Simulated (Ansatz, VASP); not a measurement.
# TiSi2 in VASP and in Ansatz

File INCAR:

```
PREC = Accurate
ENCUT = 520
EDIFF = 1E-6
ISMEAR = -1
SIGMA = 0.05
LREAL = F
LASPH = T
NELM = 80
ALGO = Normal
ISIF = 2
LWAVE = F
LCHARG = T
GGA = PE
LELF = T
LVHAR = T
NBANDS = 29
```

KPOINTS

```
Automatic mesh
0
Gamma
  8 8 8
```

The input POSCAR:

```
TiSi2
1.0
    1.7290723629     -6.6212982966      0.0000000000
    1.7290723629      6.6212982966      0.0000000000
    0.0000000000      0.0000000000      3.4923948962
Ti Si
2 4
Direct
    0.1031180800      0.8968819200      0.2500000000
    0.8968819200      0.1031180800      0.7500000000
    0.7503148200      0.2496851800      0.2500000000
    0.2496851800      0.7503148200      0.7500000000
    0.4417485500      0.5582514500      0.2500000000
    0.5582514500      0.4417485500      0.7500000000
```

File input.yaml:

```yaml
crystal:
  lattice:
    - [1.7290723629, -6.6212982966, 0.0]
    - [1.7290723629, 6.6212982966, 0.0]
    - [0.0, 0.0, 3.4923948962]
  atoms:
    - { symbol: Ti, position: [0.10311808, 0.89688192, 0.25] }
    - { symbol: Ti, position: [0.89688192, 0.10311808, 0.75] }
    - { symbol: Si, position: [0.75031482, 0.24968518, 0.25] }
    - { symbol: Si, position: [0.24968518, 0.75031482, 0.75] }
    - { symbol: Si, position: [0.44174855, 0.55825145, 0.25] }
    - { symbol: Si, position: [0.55825145, 0.44174855, 0.75] }
hamiltonian:
  xc: pbe
  pseudopotentials: { kind: paw }
kpoints:
  mp_grid: { grid: [8, 8, 8] }
scf:
  occupations: { method: fermi_dirac, width: 0.05 }
output:
  forces: true
  stress: true
  eigenvalues: true
  write_density: true
  write_potential: true
  elf: true
  volumetric_format: npy
```

Alike in both runs: task single point; functional PBE; k mesh 8 × 8 × 8; occupations fermi-dirac, width 0.05 eV; no spin polarisation.

|  | VASP | Ansatz |
| --- | --- | --- |
| version | VASP 6.6.1 | Ansatz 0.2.0 |
| potentials or method | VASP PAW PBE potentials, release 64 (Ti_sv, Si) | Ansatz PAW |
| plane-wave cutoff (eV) | 520 | 420 |
| valence electrons in the cell | 40 | 40 |

|  | VASP | Ansatz | Ansatz less VASP |
| --- | --- | --- | --- |
| gap on the k mesh at the Fermi level (eV) | none | none | - |
| pressure (GPa) | 12.1 | 12.1 | +0.06 |
| traceless stress, the component that is largest in VASP (GPa) | 1.77 | 1.78 | +0.012 |
| rms of the force components (eV/Å) | 0.155 | 0.159 | +0.0043 |

Atom by atom the forces differ by 0.004 eV/Å (rms over components). A gap of «none» marks a metal or a gap that the smearing closes. The functional is the same, so the differences come from potentials, cutoffs and numerics.
